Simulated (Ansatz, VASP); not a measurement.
Ti in VASP and in Ansatz

```xyz
3
Lattice="4.6968 0.0000 0.0000 -2.3484 4.0675 0.0000 0.0000 0.0000 2.6718" Properties=species:S:1:pos:R:3 pbc="T T T"
Ti    0.0000    0.0000    0.0000
Ti    0.0000    2.7117    1.3359
Ti    2.3484    1.3558    1.3359
```

Alike in both runs: task single point; functional r2SCAN; k mesh 12 × 12 × 18; occupations gaussian, width 0.15 eV; no spin polarisation.

|  | VASP | Ansatz |
| --- | --- | --- |
| version | VASP 6.6.1 | Ansatz 0.2.0 |
| potentials or method | VASP PAW PBE potentials, release 64 (Ti_sv), cutoff 520 eV | scalar-relativistic, plane waves, PAW |
| valence electrons in the cell | 36 | 36 |

|  | VASP | Ansatz | Ansatz less VASP |
| --- | --- | --- | --- |
| gap on the k mesh at the Fermi level (eV) | none | none | - |
| pressure (GPa) | 1.2 | 0.7 | -0.47 |
| traceless stress, the component that is largest in VASP (GPa) | 11.50 | 11.44 | -0.065 |

VASP's potentials were made for PBE, not for r2SCAN. A gap of «none» marks a metal or a gap that the smearing closes.
